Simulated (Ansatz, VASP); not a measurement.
CO2 in VASP and in Ansatz

File INCAR:

```
ALGO = Normal
EDIFF = 1E-7
ENCUT = 520
GGA = PE
ISIF = 2
ISMEAR = 0
LASPH = True
LCHARG = False
LREAL = False
LWAVE = False
NBANDS = 25
NELM = 100
PREC = Accurate
SIGMA = 0.02
```

The input KPOINTS:

```
k-points
0
Gamma
  6 6 4
```

POSCAR

```
CO2
1.0
    2.6942703046     -2.6003083745      0.0000000000
    2.6942703046      2.6003083745      0.0000000000
    0.0000000000      0.0000000000      6.8258941287
C O
2 4
Direct
    0.0000000000      0.0000000000      0.0000000000
    0.5000000000      0.5000000000      0.5000000000
    0.8301265933      0.1698734067      0.8990967678
    0.1698734067      0.8301265933      0.1009032322
    0.6698734067      0.3301265933      0.3990967678
    0.3301265933      0.6698734067      0.6009032322
```

Input for Ansatz:

```yaml
crystal:
  lattice:
    - [2.6942703046, -2.6003083745, 0.0]
    - [2.6942703046, 2.6003083745, 0.0]
    - [0.0, 0.0, 6.8258941287]
  atoms:
    - { symbol: C, position: [0.0, 0.0, 0.0] }
    - { symbol: C, position: [0.5, 0.5, 0.5] }
    - { symbol: O, position: [0.8301265933, 0.1698734067, 0.8990967678] }
    - { symbol: O, position: [0.1698734067, 0.8301265933, 0.1009032322] }
    - { symbol: O, position: [0.6698734067, 0.3301265933, 0.3990967678] }
    - { symbol: O, position: [0.3301265933, 0.6698734067, 0.6009032322] }
basis:
  ecutwfc: 420
kpoints:
  mp_grid: { grid: [6, 6, 4] }
hamiltonian:
  xc: pbe
scf:
  occupations: { method: gaussian, width: 0.02 }
output:
  forces: true
  stress: true
  eigenvalues: true
  populations: true
```

Alike in both runs: task single point; functional PBE; k mesh 6 × 6 × 4; occupations gaussian, width 0.02 eV; no spin polarisation.

|  | VASP | Ansatz |
| --- | --- | --- |
| version | VASP 6.6.1 | Ansatz 0.2.0 |
| potentials or method | VASP PAW PBE potentials, release 64 (C, O), cutoff 520 eV | scalar-relativistic, plane waves, PAW |
| valence electrons in the cell | 32 | 32 |

```csv
,VASP,Ansatz,Ansatz less VASP
gap on the k mesh at the Fermi level (eV),6.86,6.87,+0.011
least direct gap on the mesh (eV),7.29,7.30,+0.012
pressure (GPa),17.4,15.5,-1.96
"traceless stress, the component that is largest in VASP (GPa)",-16.81,-14.58,+2.232
rms of the force components (eV/Å),3.237,2.808,-0.4293
```

Atom by atom the forces differ by 0.429 eV/Å (rms over components). With one functional, cell and mesh, what is left measures potentials, basis and numerics.

Noted on VASP's run: the standard files for N, O and F lose accuracy on very short bonds.
